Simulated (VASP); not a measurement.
# Pb in VASP: further runs

Pb is run at these levels: RPBE+D3(BJ), PBEsol+D3(BJ), RPBE; tasks: single point.

All numbers are computed with VASP 6.6.1; they aren't measurements. Logs are shortened: lines on timing, memory, paths and dates and some standing lists are left out, and cuts for length are marked.

### 1 The cell of the first run

The typed cell holds 1 atom: a = 3.495 Å, b = 3.545 Å, c = 3.494 Å, α = 59.39°, β = 60.05°, γ = 59.36°.

### 2 Single point, RPBE+D3(BJ) (the cell strained at random)

File INCAR:

```
PREC = Accurate ; ENCUT = 520
EDIFF = 1E-6 ; ISMEAR = -1
SIGMA = 0.05 ; LREAL = False
LASPH = True ; NELM = 100
ALGO = Fast ; ISIF = 2
LWAVE = False ; LCHARG = False
GGA = RP ; IVDW = 12
NBANDS = 13
```

File KPOINTS:

```
Automatic mesh
0
Gamma
  9 9 9
```

File POSCAR:

```
Pb
1.0
    0.0197170000      2.4489940000      2.4928810000
    2.5060190000      0.0054720000      2.5071260000
    2.4917700000      2.4489900000      0.0197200000
Pb
1
Direct
   -0.0737460000      0.0562720000      0.0500970000
```

Potentials or basis: VASP PAW PBE potentials, release 64 (Pb_d).

Command:

```
cat potpaw_PBE.64/Pb_d/POTCAR > POTCAR
mpirun -np 1 vasp_std > vasp.out
```

OUTCAR:

```text
PREC = Accurate
   ENCUT = 520
   EDIFF = 1E-6
   ISMEAR = -1
   LREAL = False
   LASPH = True
   NELM = 100
   ISIF = 2
   GGA = RP
   IVDW = 12
 IVDW          = 12

 ion  position               nearest neighbor table
   1  0.926  0.056  0.050-

  LATTYP: Found a triclinic cell.
 ALAT       =     6.0558332380
 B/A-ratio  =     0.5774258148
 C/A-ratio  =     1.7202840240
 COS(alpha) =     0.0001537347
 COS(beta)  =     0.4804284876
 COS(gamma) =     0.8662699419

  Lattice vectors:

 A1 = (   2.4523360000,  -2.4489980000,  -4.9660420000)
 A2 = (   2.4720530000,  -0.0000040000,  -2.4731610000)
 A3 = (  -2.5169550000,  -9.7904960000,  -2.5180760000)

Analysis of symmetry for initial positions (statically):
=====================================================================
 Subroutine PRICEL returns:
 Original cell was already a primitive cell.

 Routine SETGRP: Setting up the symmetry group for a
 triclinic supercell.

 Subroutine GETGRP returns: Found  2 space group operations
 (whereof  1 operations were pure point group operations)
 out of a pool of  2 trial point group operations.

The static configuration has the point symmetry C_1 .
 The point group associated with its full space group is S_2 .

Analysis of symmetry for dynamics (positions and initial velocities):
=====================================================================
 Subroutine PRICEL returns:
 Original cell was already a primitive cell.

 Routine SETGRP: Setting up the symmetry group for a
 triclinic supercell.

 Subroutine GETGRP returns: Found  2 space group operations
 (whereof  1 operations were pure point group operations)
 out of a pool of  2 trial point group operations.

The dynamic configuration has the point symmetry C_1 .
 The point group associated with its full space group is S_2 .

 Subroutine INISYM returns: Found  2 space group operations
 (whereof  1 operations are pure point group operations),
 and found     1 'primitive' translations

----------------------------------------------------------------------------------------

                                     Primitive cell

  volume of cell :      30.3226

  direct lattice vectors                    reciprocal lattice vectors
     0.019717000  2.448994000  2.492881000    -0.202483368  0.204394290  0.201947857
     2.506019000  0.005472000  2.507126000     0.199743756 -0.204840644  0.199654600
     2.491770000  2.448990000  0.019720000     0.202037394  0.204394668 -0.202394293

  length of vectors
     3.494626740  3.544833134  3.493831512     0.351510280  0.348882813  0.351510653

  position of ions in fractional coordinates (direct lattice)
     0.926254000  0.056272000  0.050097000

  ion indices of the primitive-cell ions
   primitive index   ion index
                 1           1

----------------------------------------------------------------------------------------

 KPOINTS: Automatic mesh

Automatic generation of k-mesh.
 Grid dimensions read from file:
 generate k-points for:    9    9    9

 Generating k-lattice:

  Cartesian coordinates                     Fractional coordinates (reciprocal lattice)
    -0.022498152  0.022710477  0.022438651     0.111111111  0.000000000  0.000000000
     0.022193751 -0.022760072  0.022183844     0.000000000  0.111111111 -0.000000000
     0.022448599  0.022710519 -0.022488255     0.000000000  0.000000000  0.111111111

  Length of vectors
     0.039056698  0.038764757  0.039056739

  Shift w.r.t. Gamma in fractional coordinates (k-lattice)
     0.000000000  0.000000000  0.000000000

 Subroutine IBZKPT returns following result:
 ===========================================

 Found    365 irreducible k-points:

 Following reciprocal coordinates:
            Coordinates               Weight
  0.000000  0.000000  0.000000      1.000000
  0.111111 -0.000000  0.000000      2.000000
  0.222222  0.000000 -0.000000      2.000000
  0.333333 -0.000000 -0.000000      2.000000
  0.444444  0.000000 -0.000000      2.000000
  0.000000  0.111111  0.000000      2.000000
[... 16 lines left out ...]
 -0.111111  0.222222  0.000000      2.000000
  0.000000  0.333333  0.000000      2.000000
 [... further k-points ...]
   k-points           NKPTS =    365   k-points in BZ     NKDIM =    365   number of bands    NBANDS=     13
   number of dos      NEDOS =    301   number of ions     NIONS =      1
   total plane-waves  NPLWV =  21952
   dimension x,y,z NGX =    28 NGY =   28 NGZ =   28
   dimension x,y,z NGXF=    56 NGYF=   56 NGZF=   56
   ions per type =               1
   NGX,Y,Z   is equivalent  to a cutoff of  13.32, 13.13, 13.32 a.u.
   NGXF,Y,Z  is equivalent  to a cutoff of  26.64, 26.26, 26.65 a.u.
 SYSTEM =  unknown system
   PREC   = accura    normal or accurate (medium, high low for compatibility)
   ISTART =      0    job   : 0-new  1-cont  2-samecut
   ICHARG =      2    charge: 1-file 2-atom 10-const
   ISPIN  =      1    spin polarized calculation?
   LNONCOLLINEAR =      F non collinear calculations
   LSORBIT =      F    spin-orbit coupling
   LASPH  =      T    aspherical Exc in radial PAW
   ENCUT  =  520.0 eV  38.22 Ry    6.18 a.u.   6.50  6.59  6.50*2*pi/ulx,y,z
   NELM   =    100;   NELMIN=  2; NELMDL= -5     # of ELM steps
   EDIFF  = 0.1E-05   stopping-criterion for ELM
   LREAL  =      F    real-space projection
   EDIFFG = 0.1E-04   stopping-criterion for IOM
   NSW    =      0    number of steps for IOM
   IBRION =     -1    ionic relax: 0-MD 1-quasi-New 2-CG
   NFREE  =      0    steps in history (QN), initial steepest desc. (CG)
   ISIF   =      2    stress and relaxation
   ISYM   =      2    0-nonsym 1-usesym 2-fastsym
   POTIM  = 0.5000    time-step for ionic-motion
   TEBEG  =    0.0;   TEEND  =   0.0 temperature during run
   PSTRESS=    0.0 pullay stress
   NELECT =      14.0000    total number of electrons
   NUPDOWN=      -1.0000    fix difference up-down
   EMIN   =  10.00;   EMAX   =-10.00  energy-range for DOS
   EFERMI =   0.00;   METHOD = LEGACY
   ISMEAR =    -1;   SIGMA  =   0.05  broadening in eV -4-tet -1-fermi 0-gaus
   EFERMI_NEDOS =   21; number of points for ismear=-14 and -15
   IALGO  =     68    algorithm
   IMIX   =      4    mixing-type and parameters
     AMIX     =   0.40;   BMIX     =  1.00
     AMIX_MAG =   1.60;   BMIX_MAG =  1.00
  volume/ion in A,a.u.               =      30.32       204.63
  Fermi-wavevector in a.u.,A,eV,Ry     =   1.265306  2.391081 21.782906  1.600998
  Thomas-Fermi vector in A             =   2.398566
   LORBIT       =      0    0 simple, 1 ext, 2 COOP (PROOUT), +10 PAW based schemes
   GGA     = RP    functional components
   LHFCALC =     F    Hartree Fock is set to
   AEXX    =    0.0000 exact exchange contribution
   IVDW    =    12    specifies the selected vdW correction
   LEPSILON=     F    determine dielectric tensor
   LRPA    =     F    only Hartree local field effects (RPA)
 non-spin polarized calculation
 RMM-DIIS sequential band-by-band and
  energy-cutoff  :      520.00
  volume of cell :       30.32
 maximum number of plane-waves:       845
 NGX is ok and might be reduce to    28
   NGX = 13   NGY = 13   NGZ = 13

 number of electron      13.9999999 magnetization

 Free energy of the ion-electron system (eV)
  ---------------------------------------------------
  ext. energy  EPLUGINS =         0.00000000
  ---------------------------------------------------
  free energy    TOTEN  =        -3.16390333 eV

  energy without entropy =       -3.16072730  energy(sigma->0) =       -3.16231532

 E-fermi :   7.2733     XC(G=0): -10.0876

 val. band max:        7.2718864562   @ k =  -0.4444   0.3333   0.2222
 cond. band min:       7.2790324198   @ k =  -0.2222   0.3333   0.1111
 fundamental gap:      0.0071459635
 Fermi energy:         7.2732687779

 k-point     1 :       0.0000    0.0000    0.0000
  band No.  band energies     occupation
      1      -9.7498      2.00000
      2      -9.7354      2.00000
      3      -9.7206      2.00000
      4      -9.6053      2.00000
      5      -9.5881      2.00000
      6      -4.3383      2.00000
      7      14.7045      0.00000
      8      14.8323      0.00000
      9      15.0171      0.00000
     10      17.1505      0.00000
     11      18.6828      0.00000
     12      19.7088      0.00000
     13      19.9385      0.00000

 k-point     2 :       0.1111   -0.0000    0.0000
  band No.  band energies     occupation
      1      -9.7335      2.00000
      2      -9.7327      2.00000
      3      -9.7053      2.00000
      4      -9.6048      2.00000
      5      -9.5903      2.00000
      6      -4.0978      2.00000
      7      12.5762      0.00000
      8      14.4096      0.00000
      9      14.6109      0.00000
     10      16.7202      0.00000
     11      19.6216      0.00000
     12      20.2328      0.00000
     13      20.4680      0.00000

 k-point     3 :       0.2222    0.0000   -0.0000
  band No.  band energies     occupation
      1      -9.7382      2.00000
      2      -9.7132      2.00000
      3      -9.6833      2.00000
      4      -9.5796      2.00000
      5      -9.5721      2.00000
      6      -3.3775      2.00000
      7       9.0821      0.00000
      8      13.7732      0.00000
      9      14.0205      0.00000
     10      16.3589      0.00000
     11      19.1438      0.00000
     12      19.7319      0.00000
     13      20.2800      0.00000

 k-point     4 :       0.3333   -0.0000   -0.0000
  band No.  band energies     occupation
      1      -9.7502      2.00000
      2      -9.7233      2.00000
      3      -9.6936      2.00000
      4      -9.5172      2.00000
      5      -9.5137      2.00000
      6      -2.2199      2.00000
      7       5.9347      2.00000
      8      13.1681      0.00000
      9      13.4633      0.00000
     10      16.2566      0.00000
     11      17.8540      0.00000
     12      18.8388      0.00000
     13      19.3313      0.00000

 k-point     5 :       0.4444    0.0000   -0.0000
  band No.  band energies     occupation
      1      -9.7608      2.00000
      2      -9.7371      2.00000
      3      -9.7078      2.00000
      4      -9.4691      2.00000
      5      -9.4663      2.00000
      6      -0.9292      2.00000
      7       3.6256      2.00000
      8      12.8114      0.00000
      9      13.1355      0.00000
     10      16.4415      0.00000
     11      16.9686      0.00000
     12      18.3866      0.00000
     13      18.8445      0.00000
[... 257 lines left out ...]
 k-point    22 :      -0.2222    0.2222    0.0000
  band No.  band energies     occupation
      1      -9.7220      2.00000
      2      -9.7084      2.00000
      3      -9.6225      2.00000
      4      -9.6006      2.00000
      5      -9.5165      2.00000
      6      -1.8551      2.00000
      7       6.9297      1.99793
      8       8.6412      0.00000
      9      13.4902      0.00000
     10      16.2265      0.00000
     11      19.4115      0.00000
     12      20.3381      0.00000
     13      20.8510      0.00000

 k-point    23 :      -0.1111    0.2222    0.0000
  band No.  band energies     occupation
      1      -9.7383      2.00000
      2      -9.7006      2.00000
      3      -9.6762      2.00000
      4      -9.5943      2.00000
      5      -9.5302      2.00000
      6      -2.8389      2.00000
      7       7.9207      0.00000
      8      11.3017      0.00000
      9      14.4077      0.00000
     10      17.3607      0.00000
     11      17.9968      0.00000
     12      19.3943      0.00000
     13      20.5848      0.00000

 k-point    24 :       0.0000    0.3333    0.0000
  band No.  band energies     occupation
      1      -9.7531      2.00000
      2      -9.7106      2.00000
      3      -9.7086      2.00000
      4      -9.5211      2.00000
      5      -9.5109      2.00000
      6      -2.2628      2.00000
      7       5.8419      2.00000
      8      13.3859      0.00000
      9      13.5033      0.00000
     10      16.3559      0.00000
     11      17.9549      0.00000
     12      19.0592      0.00000
     13      19.2727      0.00000

 [... further k-points ...]

------------------------ aborting loop because EDIFF is reached ----------------------------------------

 Edisp (eV)   -2.45072

 E8    (eV) :    -1.7678

  FORCE on cell =-STRESS in cart. coord.  units (eV):
  Direction    XX          YY          ZZ          XY          YZ          ZX
  --------------------------------------------------------------------------------------
  -------------------------------------------------------------------------------------
  Total      -3.20143    -3.11014    -3.20385    -0.01623    -0.01621    -0.10014
  in kB    -169.15654  -164.33278  -169.28406    -0.85745    -0.85672    -5.29138
  external pressure =     -167.59 kB  Pullay stress =        0.00 kB

 VOLUME and BASIS-vectors are now :
 -----------------------------------------------------------------------------
  energy-cutoff  :      520.00
  volume of cell :       30.32
      direct lattice vectors                 reciprocal lattice vectors
     0.019717000  2.448994000  2.492881000    -0.202483368  0.204394290  0.201947857
     2.506019000  0.005472000  2.507126000     0.199743756 -0.204840644  0.199654600
     2.491770000  2.448990000  0.019720000     0.202037394  0.204394668 -0.202394293

 POSITION                                       TOTAL-FORCE (eV/Angst)
 -----------------------------------------------------------------------------------
      0.28411      2.39139      2.45111         0.000000     -0.000000     -0.000000
 -----------------------------------------------------------------------------------
    total drift:                               -0.000001      0.000017      0.000000

  FREE ENERGIE OF THE ION-ELECTRON SYSTEM (eV)
  ---------------------------------------------------
  free  energy   TOTEN  =        -5.6146237555 eV

  energy  without entropy=       -5.6114477227  energy(sigma->0) =       -5.61303574
```

It took 63 s on 1 thread of Intel Xeon 6975P-C (Granite Rapids), shared host; peak memory 0.26 GiB.

Results:

| Property | Result |
| --- | --- |
| Free energy | -5.6146 eV |
| Pressure | -16.8 GPa |
| Band gap on the k mesh | zero (band 7 reaches 14.70 eV, above the bottom of band 8 at 5.82 eV) |
| Dispersion energy per atom | -2.451 eV |

Levels at points of the mesh, in eV from the Fermi level:
```tsv
k point	band 4	band 5	band 6	band 7	band 8	band 9	band 10	band 11
(0.00, 0.00, 0.00)	-16.88	-16.86	-11.61	7.43	7.56	7.74	9.88	11.41
```

Caveat: the cell differs from its parent crystal (the cell strained at random); three body term missing; the PAW data sets were made with another functional, which shifts forces and pressure a little; spin-orbit coupling is left out, which moves the levels of the heavy elements; pairwise dispersion overbinds metals, which lowers pressure and volume.

[end of part 1 of 2]
